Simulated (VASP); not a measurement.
# ZnS in VASP: further runs

The runs below take ZnS through single point, with r2SCAN.

Everything below comes from runs of VASP 6.6.1. Logs are shortened: lines on timing, memory, paths and dates and some standing lists are left out, and cuts for length are marked.

## 1. The cell of the first run

It takes space group F-43m (No. 216, cubic). The conventional cell has a = 5.626 Å, b = 5.626 Å, c = 5.626 Å, α = 90.00°, β = 90.00°, γ = 90.00°. Within 3.2 Å of Zn (site symmetry -43m) lie 4 S at 2.44 Å. Within 3.2 Å of S (site symmetry -43m) lie 4 Zn at 2.44 Å.

## 2. Single point, r2SCAN (strain +0.040 along x and y, +0.040 along z)

Input file POSCAR:

```
ZnS
1.0
    0.0000000000      2.8128360000      2.8128360000
    2.8128360000      0.0000000000      2.8128360000
    2.8128360000      2.8128360000      0.0000000000
Zn S
1 1
Direct
    0.0000000000      0.0000000000      0.0000000000
    0.7500000000      0.7500000000      0.7500000000
```

Input file INCAR.step1:

```
PREC     = Accurate       # precision mode
ENCUT    = 520            # plane-wave cutoff, eV
ISMEAR   = 0              # smearing method
SIGMA    = 0.05           # smearing width, eV
LREAL    = F              # projectors in reciprocal space
LASPH    = T              # aspherical terms in the spheres
NELM     = 60             # most SCF steps
NBANDS   = 16             # bands
GGA      = PE             # functional
ALGO     = Normal         # electronic algorithm
EDIFF    = 1E-4           # SCF threshold, eV
LWAVE    = T              # write WAVECAR
LCHARG   = F              # write CHGCAR
```

Input file INCAR.step2:

```
PREC     = Accurate       # precision mode
ENCUT    = 520            # plane-wave cutoff, eV
EDIFF    = 1E-7           # SCF threshold, eV
ISMEAR   = 0              # smearing method
SIGMA    = 0.05           # smearing width, eV
LREAL    = F              # projectors in reciprocal space
LASPH    = T              # aspherical terms in the spheres
NELM     = 60             # most SCF steps
ALGO     = Normal         # electronic algorithm
ISIF     = 2              # what is computed and relaxed
LWAVE    = F              # write WAVECAR
LCHARG   = F              # write CHGCAR
METAGGA  = R2SCAN         # meta-GGA
LMIXTAU  = T            
NBANDS   = 16             # bands
ISTART   = 1
```

Input file KPOINTS:

```
regular mesh
0
Gamma
  8 8 8
```

Potentials or basis: VASP PAW PBE potentials, release 64 (Zn, S).

Started as:

```bash
$ cat potpaw_PBE.64/Zn/POTCAR potpaw_PBE.64/S/POTCAR > POTCAR
$ cp INCAR.step1 INCAR
$ mpirun -np 1 vasp_std > vasp.out
$ cp INCAR.step2 INCAR
$ mpirun -np 1 vasp_std > vasp.out
```

OUTCAR:

```text
PREC = Accurate
   ENCUT = 520
   EDIFF = 1E-7
   ISMEAR = 0
   LREAL = F
   LASPH = T
   NELM = 60
   ISIF = 2
   METAGGA = R2SCAN
   ISTART = 1

 ion  position               nearest neighbor table
   1  0.000  0.000  0.000-   2 2.44   2 2.44   2 2.44   2 2.44
   2  0.750  0.750  0.750-   1 2.44   1 2.44   1 2.44   1 2.44

  LATTYP: Found a face centered cubic cell.
 ALAT       =     5.6256720000

  Lattice vectors:

 A1 = (   0.0000000000,   2.8128360000,   2.8128360000)
 A2 = (   2.8128360000,   0.0000000000,   2.8128360000)
 A3 = (   2.8128360000,   2.8128360000,   0.0000000000)

Analysis of symmetry for initial positions (statically):
=====================================================================
 Subroutine PRICEL returns:
 Original cell was already a primitive cell.

 Routine SETGRP: Setting up the symmetry group for a
 face centered cubic supercell.

 Subroutine GETGRP returns: Found 24 space group operations
 (whereof 24 operations were pure point group operations)
 out of a pool of 48 trial point group operations.

The static configuration has the point symmetry T_d .

Analysis of symmetry for dynamics (positions and initial velocities):
=====================================================================
 Subroutine PRICEL returns:
 Original cell was already a primitive cell.

 Routine SETGRP: Setting up the symmetry group for a
 face centered cubic supercell.

 Subroutine GETGRP returns: Found 24 space group operations
 (whereof 24 operations were pure point group operations)
 out of a pool of 48 trial point group operations.

The dynamic configuration has the point symmetry T_d .

 Subroutine INISYM returns: Found 24 space group operations
 (whereof 24 operations are pure point group operations),
 and found     1 'primitive' translations

----------------------------------------------------------------------------------------

                                     Primitive cell

  volume of cell :      44.5106

  direct lattice vectors                    reciprocal lattice vectors
     0.000000000  2.812836000  2.812836000    -0.177756542  0.177756542  0.177756542
     2.812836000  0.000000000  2.812836000     0.177756542 -0.177756542  0.177756542
     2.812836000  2.812836000  0.000000000     0.177756542  0.177756542 -0.177756542

  length of vectors
     3.977950820  3.977950820  3.977950820     0.307883362  0.307883362  0.307883362

  position of ions in fractional coordinates (direct lattice)
     0.000000000  0.000000000  0.000000000
     0.750000000  0.750000000  0.750000000

  ion indices of the primitive-cell ions
   primitive index   ion index
                 1           1
                 2           2

----------------------------------------------------------------------------------------

 KPOINTS: regular mesh

Automatic generation of k-mesh.
 Grid dimensions read from file:
 generate k-points for:    8    8    8

 Generating k-lattice:

  Cartesian coordinates                     Fractional coordinates (reciprocal lattice)
    -0.022219568  0.022219568  0.022219568     0.125000000  0.000000000  0.000000000
     0.022219568 -0.022219568  0.022219568     0.000000000  0.125000000  0.000000000
     0.022219568  0.022219568 -0.022219568     0.000000000  0.000000000  0.125000000

  Length of vectors
     0.038485420  0.038485420  0.038485420

  Shift w.r.t. Gamma in fractional coordinates (k-lattice)
     0.000000000  0.000000000  0.000000000

 Subroutine IBZKPT returns following result:
 ===========================================

 Found     29 irreducible k-points:

 Following reciprocal coordinates:
            Coordinates               Weight
  0.000000  0.000000  0.000000      1.000000
  0.125000  0.000000  0.000000      8.000000
  0.250000  0.000000  0.000000      8.000000
  0.375000  0.000000  0.000000      8.000000
  0.500000  0.000000  0.000000      4.000000
  0.125000  0.125000  0.000000      6.000000
[... 16 lines left out ...]
  0.500000  0.250000  0.125000     48.000000
 -0.375000  0.250000  0.125000     24.000000
 [... further k-points ...]
   k-points           NKPTS =     29   k-points in BZ     NKDIM =     29   number of bands    NBANDS=     16
   number of dos      NEDOS =    301   number of ions     NIONS =      2
   total plane-waves  NPLWV =  27000
   dimension x,y,z NGX =    30 NGY =   30 NGZ =   30
   dimension x,y,z NGXF=    60 NGYF=   60 NGZF=   60
   ions per type =               1   1
   NGX,Y,Z   is equivalent  to a cutoff of  12.54, 12.54, 12.54 a.u.
   NGXF,Y,Z  is equivalent  to a cutoff of  25.08, 25.08, 25.08 a.u.
 SYSTEM =  unknown system
   PREC   = accura    normal or accurate (medium, high low for compatibility)
   ISTART =      1    job   : 0-new  1-cont  2-samecut
   ICHARG =      0    charge: 1-file 2-atom 10-const
   ISPIN  =      1    spin polarized calculation?
   LNONCOLLINEAR =      F non collinear calculations
   LSORBIT =      F    spin-orbit coupling
   LASPH  =      T    aspherical Exc in radial PAW
   ENCUT  =  520.0 eV  38.22 Ry    6.18 a.u.   7.40  7.40  7.40*2*pi/ulx,y,z
   NELM   =     60;   NELMIN=  2; NELMDL=  0     # of ELM steps
   EDIFF  = 0.1E-06   stopping-criterion for ELM
   LREAL  =      F    real-space projection
   EDIFFG = 0.1E-05   stopping-criterion for IOM
   NSW    =      0    number of steps for IOM
   IBRION =     -1    ionic relax: 0-MD 1-quasi-New 2-CG
   NFREE  =      0    steps in history (QN), initial steepest desc. (CG)
   ISIF   =      2    stress and relaxation
   ISYM   =      2    0-nonsym 1-usesym 2-fastsym
   POTIM  = 0.5000    time-step for ionic-motion
   TEBEG  =    0.0;   TEEND  =   0.0 temperature during run
   PSTRESS=    0.0 pullay stress
   NELECT =      18.0000    total number of electrons
   NUPDOWN=      -1.0000    fix difference up-down
   EMIN   =  10.00;   EMAX   =-10.00  energy-range for DOS
   EFERMI =   0.00;   METHOD = LEGACY
   ISMEAR =     0;   SIGMA  =   0.05  broadening in eV -4-tet -1-fermi 0-gaus
   EFERMI_NEDOS =   21; number of points for ismear=-14 and -15
   IALGO  =     38    algorithm
   IMIX   =      4    mixing-type and parameters
     AMIX     =   0.40;   BMIX     =  1.00
     AMIX_MAG =   1.60;   BMIX_MAG =  1.00
  volume/ion in A,a.u.               =      22.26       150.19
  Fermi-wavevector in a.u.,A,eV,Ry     =   1.210630  2.287758 19.941023  1.465624
  Thomas-Fermi vector in A             =   2.346170
   LORBIT       =      0    0 simple, 1 ext, 2 COOP (PROOUT), +10 PAW based schemes
   METAGGA = R2SCAN    functional components
   LHFCALC =     F    Hartree Fock is set to
   AEXX    =    0.0000 exact exchange contribution
   IVDW    =     0    specifies the selected vdW correction
   LEPSILON=     F    determine dielectric tensor
   LRPA    =     F    only Hartree local field effects (RPA)
 non-spin polarized calculation
 Gauss-broadening in eV      SIGMA  =   0.05
  energy-cutoff  :      520.00
  volume of cell :       44.51
 maximum number of plane-waves:      1243
 NGX is ok and might be reduce to    30
   NGX = 15   NGY = 15   NGZ = 15

 number of electron      17.9999996 magnetization

 Free energy of the ion-electron system (eV)
  ---------------------------------------------------
  ext. energy  EPLUGINS =         0.00000000
  ---------------------------------------------------
  free energy    TOTEN  =       -18.72214972 eV

  energy without entropy =      -18.72214972  energy(sigma->0) =      -18.72214972

 E-fermi :   1.0472     XC(G=0):  -9.6885

 val. band max:        0.7792225514   @ k =   0.0000   0.0000   0.0000
 cond. band min:       2.9092342495   @ k =   0.0000   0.0000   0.0000
 fundamental gap:      2.1300116982
 Fermi energy:         1.0472043722

 k-point     1 :       0.0000    0.0000    0.0000
  band No.  band energies     occupation
      1     -12.1031      2.00000
      2      -5.3251      2.00000
      3      -5.3251      2.00000
      4      -5.3251      2.00000
      5      -4.9226      2.00000
      6      -4.9226      2.00000
[... 8 lines left out ...]
     15      12.9288      0.00000
     16      12.9288      0.00000

 k-point     2 :       0.1250    0.0000    0.0000
  band No.  band energies     occupation
      1     -12.0076      2.00000
      2      -5.3127      2.00000
      3      -5.3083      2.00000
      4      -5.3083      2.00000
      5      -4.9235      2.00000
      6      -4.9235      2.00000
[... 8 lines left out ...]
     15      12.3592      0.00000
     16      13.3935      0.00000

 k-point     3 :       0.2500    0.0000    0.0000
  band No.  band energies     occupation
      1     -11.7613      2.00000
      2      -5.2709      2.00000
      3      -5.2709      2.00000
      4      -5.2417      2.00000
      5      -4.9212      2.00000
      6      -4.9211      2.00000
[... 8 lines left out ...]
     15      12.1612      0.00000
     16      13.1376      0.00000

 k-point     4 :       0.3750    0.0000    0.0000
  band No.  band energies     occupation
      1     -11.4886      2.00000
      2      -5.2400      2.00000
      3      -5.2399      2.00000
      4      -5.0291      2.00000
      5      -4.9099      2.00000
      6      -4.9099      2.00000
[... 8 lines left out ...]
     15      13.2053      0.00000
     16      13.2053      0.00000

 k-point     5 :       0.5000    0.0000    0.0000
  band No.  band energies     occupation
      1     -11.3661      2.00000
      2      -5.2296      2.00000
      3      -5.2295      2.00000
      4      -4.9020      2.00000
      5      -4.9020      2.00000
      6      -4.7692      2.00000
[... 8 lines left out ...]
     15      14.5008      0.00000
     16      14.5009      0.00000

 k-point     6 :       0.1250    0.1250    0.0000
  band No.  band energies     occupation
      1     -11.9757      2.00000
      2      -5.3271      2.00000
      3      -5.2934      2.00000
      4      -5.2933      2.00000
      5      -4.9338      2.00000
      6      -4.9145      2.00000
[... 8 lines left out ...]
     15      13.1341      0.00000
     16      13.8265      0.00000
[... 267 lines left out ...]
 k-point    21 :       0.5000    0.5000    0.0000
  band No.  band energies     occupation
      1     -11.1204      2.00000
      2      -5.2412      2.00000
      3      -5.0581      2.00000
      4      -5.0581      2.00000
      5      -4.8675      2.00000
      6      -4.7523      2.00000
[... 8 lines left out ...]
     15      14.9436      0.00000
     16      15.5684      0.00000

 k-point    22 :       0.3750    0.2500    0.1250
  band No.  band energies     occupation
      1     -11.5703      2.00000
      2      -5.2627      2.00000
      3      -5.2143      2.00000
      4      -5.1788      2.00000
      5      -4.9363      2.00000
      6      -4.8951      2.00000
[... 8 lines left out ...]
     15      13.8632      0.00000
     16      15.7469      0.00000

 k-point    23 :       0.5000    0.2500    0.1250
  band No.  band energies     occupation
      1     -11.3444      2.00000
      2      -5.2149      2.00000
      3      -5.1870      2.00000
      4      -5.0318      2.00000
      5      -4.9070      2.00000
      6      -4.8568      2.00000
[... 8 lines left out ...]
     15      14.6283      0.00000
     16      15.3257      0.00000

 k-point    24 :      -0.3750    0.2500    0.1250
  band No.  band energies     occupation
      1     -11.2450      2.00000
      2      -5.2062      2.00000
      3      -5.1727      2.00000
      4      -4.9528      2.00000
      5      -4.9123      2.00000
      6      -4.7176      2.00000
[... 8 lines left out ...]
     15      14.4397      0.00000
     16      15.2028      0.00000

 [... further k-points ...]
[... 5 lines left out ...]
  --------------------------------------------------------------------------------------
  -------------------------------------------------------------------------------------
  Total       -2.1210556     -2.1210556     -2.1210556      0.0000000      0.0000000      0.0000000
  in kB      -76.3483043    -76.3483043    -76.3483043      0.0000000      0.0000000      0.0000000
  external PRESSURE =     -76.3483043 kB  Pullay stress =       0.0000000 kB

 VOLUME and BASIS-vectors are now :
 -----------------------------------------------------------------------------
  energy-cutoff  :      520.00
  volume of cell :       44.51
      direct lattice vectors                 reciprocal lattice vectors
     0.000000000  2.812836000  2.812836000    -0.177756542  0.177756542  0.177756542
     2.812836000  0.000000000  2.812836000     0.177756542 -0.177756542  0.177756542
     2.812836000  2.812836000  0.000000000     0.177756542  0.177756542 -0.177756542

 POSITION                                       TOTAL-FORCE (eV/Angst)
 -----------------------------------------------------------------------------------
      0.00000      0.00000      0.00000        -0.000000     -0.000000     -0.000000
      4.21925      4.21925      4.21925         0.000000      0.000000      0.000000
 -----------------------------------------------------------------------------------
    total drift:                               -0.000015     -0.000015     -0.000015

  FREE ENERGIE OF THE ION-ELECTRON SYSTEM (eV)
  ---------------------------------------------------
  free  energy   TOTEN  =       -18.7221497247 eV

  energy  without entropy=      -18.7221497247  energy(sigma->0) =      -18.72214972
```

It took 57 s on 1 thread of Intel Xeon Platinum 8559C (Emerald Rapids), shared host; peak memory 0.17 GiB.

What came out:

```
Free energy            : -18.7221 eV
Pressure               : -7.6 GPa
Band gap on the k mesh : 2.13 eV, direct
```

Caveat: the cell differs from its parent crystal (strain +0.040 along x and y, +0.040 along z); the PAW data sets were made with another functional, which shifts forces and pressure a little.

## 3. Single point, r2SCAN (strain +0.080 along x and y, +0.080 along z)

Input file POSCAR:

```
ZnS
1.0
    0.0000000000      2.9210220000      2.9210220000
    2.9210220000      0.0000000000      2.9210220000
    2.9210220000      2.9210220000      0.0000000000
Zn S
1 1
Direct
    0.0000000000      0.0000000000      0.0000000000
    0.7500000000      0.7500000000      0.7500000000
```

Input file INCAR.step1:

```
SYSTEM = ZnS
PREC = Accurate
ENCUT = 520
ISMEAR = 0
SIGMA = 0.05
LREAL = .FALSE.
LASPH = .TRUE.
NELM = 60
NBANDS = 16
GGA = PE
ALGO = Normal
EDIFF = 1E-4
LWAVE = .TRUE.
LCHARG = .FALSE.
```

Input file INCAR.step2:

```
SYSTEM = ZnS
PREC = Accurate
ENCUT = 520
EDIFF = 1E-6
ISMEAR = 0
SIGMA = 0.05
LREAL = .FALSE.
LASPH = .TRUE.
NELM = 60
ALGO = Normal
ISIF = 2
LWAVE = .FALSE.
LCHARG = .FALSE.
METAGGA = R2SCAN
LMIXTAU = .TRUE.
NBANDS = 16
ISTART = 1
```

Input file KPOINTS:

```
regular mesh
0
G
  8 8 8
  0 0 0
```

Potentials or basis: VASP PAW PBE potentials, release 64 (Zn, S).

Started as:

```bash
$ cat potpaw_PBE.64/Zn/POTCAR potpaw_PBE.64/S/POTCAR > POTCAR
$ cp INCAR.step1 INCAR
$ mpirun -np 1 vasp_std > vasp.out
$ cp INCAR.step2 INCAR
$ mpirun -np 1 vasp_std > vasp.out
```

Wall time 34 s (1 thread of Intel Xeon Platinum 8559C (Emerald Rapids), shared host); peak memory 0.18 GiB.

It converged, with:

```yaml
Free_energy: -18.3991 eV
Pressure: -11.3 GPa
Band_gap_on_the_k_mesh: 1.65 eV, direct
```

Levels at points of the mesh, in eV from the valence-band top:
```csv
k point,band 7,band 8,band 9,band 10,band 11,band 12
"(0.00, 0.00, 0.00)",0.00,0.00,0.00,1.65,6.94,6.94
"(0.50, 0.00, 0.00)",-4.00,-0.59,-0.59,3.26,7.40,7.40
"(0.50, 0.50, 0.00)",-3.71,-1.53,-1.53,4.13,4.28,10.18
```

Caveat: the cell differs from its parent crystal (strain +0.080 along x and y, +0.080 along z); the PAW data sets were made with another functional, which shifts forces and pressure a little.

(Part 1 of 2 ends here.)
